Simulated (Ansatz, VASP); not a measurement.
AlRu4: VASP beside Ansatz

The input INCAR:

```
SYSTEM = AlRu4
PREC = Accurate
ENCUT = 600
EDIFF = 1E-6
ISMEAR = 0
SIGMA = 0.2
LREAL = .False.
LASPH = .True.
NELM = 100
ALGO = Normal
ISIF = 3
LWAVE = .False.
LCHARG = .False.
GGA = PE
IBRION = 2
NSW = 36
EDIFFG = -0.08
```

KPOINTS

```
Automatic mesh
0
Gamma
  5 5 5
  0 0 0
```

The input POSCAR:

```
AlRu4
1.0
   -2.9660000000      2.9660000000      1.8760000000
    2.9660000000     -2.9660000000      1.8760000000
    2.9660000000      2.9660000000     -1.8760000000
Al Ru
1 4
Direct
    0.0000000000      0.0000000000      0.0000000000
    0.6000000000      0.2000000000      0.8000000000
    0.4000000000      0.8000000000      0.2000000000
    0.8000000000      0.6000000000      0.4000000000
    0.2000000000      0.4000000000      0.6000000000
```

Input for Ansatz:

```yaml
crystal:
  lattice:
    - [-2.966, 2.966, 1.876]
    - [2.966, -2.966, 1.876]
    - [2.966, 2.966, -1.876]
  atoms:
    - { symbol: Al, position: [0.0, 0.0, 0.0] }
    - { symbol: Ru, position: [0.6, 0.2, 0.8] }
    - { symbol: Ru, position: [0.4, 0.8, 0.2] }
    - { symbol: Ru, position: [0.8, 0.6, 0.4] }
    - { symbol: Ru, position: [0.2, 0.4, 0.6] }
basis:
  ecutwfc: 420
kpoints:
  mp_grid: { grid: [5, 5, 5] }
hamiltonian:
  xc: pbe
scf:
  occupations: { method: gaussian, width: 0.2 }
  lower_state_search: "off"
output:
  forces: true
  stress: true
  eigenvalues: true
relax:
  adjacent_minimum: "off"
  f_tol: 0.08
  max_steps: 16
  cell: { stress_tol: 0.8 }
```

Alike in both runs: task relaxation of cell and atoms; functional PBE; k mesh 5 × 5 × 5; occupations gaussian, width 0.2 eV; no spin polarisation.

|  | VASP | Ansatz |
| --- | --- | --- |
| version | VASP 6.6.1 | Ansatz 0.2.0 |
| potentials or method | VASP PAW PBE potentials, release 64 (Al, Ru_pv), cutoff 600 eV | scalar-relativistic, plane waves, PAW |
| valence electrons in the cell | 59 | 67 |

Ansatz gave:

- gap on the k mesh at the Fermi level, each at its own relaxed structure (eV): none
- relaxed volume (Å³/atom): 13.95
- relaxed cell length with the largest relative difference (Å): 4.691

Q: Which values does VASP return?

A: gap on the k mesh at the Fermi level, each at its own relaxed structure (eV): none; relaxed volume (Å³/atom): 13.92; relaxed cell length with the largest relative difference (Å): 4.688.

A gap of «none» marks a metal or a gap that the smearing closes. VASP's potentials hold 59 valence electrons a cell and Ansatz's 67, so a difference there can come from the potentials and not from the codes.

The k mesh is coarse, so the values compare programs but aren't converged.
